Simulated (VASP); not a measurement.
Input of a VASP 6.6.1 run:

Contents of INCAR:

```
PREC = Accurate ; ENCUT = 520
EDIFF = 1E-7 ; ISMEAR = -1
SIGMA = 0.1 ; LREAL = F
LASPH = T ; NELM = 150
ALGO = Normal ; ISIF = 2
LWAVE = F ; LCHARG = F
ISPIN = 2 ; MAGMOM = 3.2 3.2
LORBIT = 11 ; LMAXMIX = 4
NBANDS = 20
```

KPOINTS

```
regular mesh
0
Gamma
  11 11 6
```

File POSCAR:

```
Co
1.0
    2.4706707722      0.0000000000      0.0000000000
   -1.2353348894      2.1396633765      0.0000000000
    0.0000000000      0.0000000000      4.0360187756
Co
2
Direct
    0.6666666667      0.3333333333      0.2598610000
    0.3333333333      0.6666666667      0.7401390000
```

Potentials or basis: VASP PAW LDA potentials, release 64 (Co).

Command:

```console
$ cat potpaw_LDA.64/Co/POTCAR > POTCAR
$ mpirun -np 1 vasp_std > vasp.out
```

**Question.** Predict the largest force.

**Answer.** 0.488 eV/Å.

**Question.** Predict the pressure.

**Answer.** -14.8 GPa.

Forces on the atoms (eV/Å):
```
Co   0.000  0.000 -0.488
Co   0.000  0.000  0.488
```
